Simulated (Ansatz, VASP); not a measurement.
**One calculation of InOs, two programs**

```xyz
2
Lattice="3.0381 0.0000 0.0000 -1.5190 2.6311 0.0000 0.0000 0.0000 4.3506" Properties=species:S:1:pos:R:3 pbc="T T T"
In    0.0000    0.0000    0.0000
Os    0.0000    1.7540    2.1753
```

Alike in both runs: functional PBE; k mesh 6 × 6 × 4; occupations gaussian, width 0.1 eV; no spin polarisation.

Ansatz relaxed the structure, and its values are those at the end. VASP's run is a single point on that final structure, the one shown.

|  | VASP | Ansatz |
| --- | --- | --- |
| version | VASP 6.6.1 | Ansatz 0.2.0 |
| potentials or method | VASP PAW PBE potentials, release 64 (In_d, Os), cutoff 520 eV | scalar-relativistic, plane waves, PAW |
| valence electrons in the cell | 21 | 29 |

```tsv
	VASP	Ansatz	Ansatz less VASP
gap on the k mesh at the Fermi level (eV)	none	none	-
pressure (GPa)	-0.1	0.0	+0.07
```

A gap of «none» marks a metal or a gap that the smearing closes. VASP's potentials hold 21 valence electrons a cell and Ansatz's 29, so a difference there can come from the potentials and not from the codes.

The k mesh is coarse, so the values compare programs but aren't converged. Neither program's run includes spin-orbit coupling.
